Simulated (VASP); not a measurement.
The system is MgS (Niningerite).

```
S Mg
1.0
     0.00000    2.60165    2.60165
     2.60165    0.00000    2.60165
     2.60165    2.60165    0.00000
S Mg
1 1
Cartesian
  2.6016 2.6016 2.6016
  0.0000 0.0000 0.0000
```

```yaml
Program: VASP 6.6.1
Task: relaxation of cell and atoms
Functional: PBEsol
Dispersion: D4
Potentials_or_basis: VASP PAW PBE potentials, release 64 (S, Mg)
Cutoff: 600 eV
k_mesh: 9 × 9 × 9
Occupations: fermi-dirac, width 0.05 eV
Spin: no spin polarisation
```

At the start: pressure -2.5 GPa; volume 17.61 Å³/atom.

Problem. How do energy, volume and symmetry change on relaxing?

Solution. Over 3 steps the energy falls by 4.7 meV/atom and the volume is 17.04 Å³/atom (-3.3 %); space group Fm-3m (No. 225, to 0.05 Å).

Step by step:
```csv
step,energy change (eV),largest force (eV/Å),pressure (GPa),volume (Å³)
1,0.0000,0.0000,-2.54,35.22
2,-0.0089,0.0000,0.64,33.81
3,-0.0094,0.0000,0.00,34.07
```

Final structure:
```
S Mg
1.0
     0.00000    2.57310    2.57310
     2.57310    0.00000    2.57310
     2.57310    2.57310    0.00000
S Mg
1 1
Direct
  0.50000 0.50000 0.50000
  0.00000 0.00000 0.00000
```

Caveat: the PAW data sets were made with another functional, which shifts forces and pressure a little.
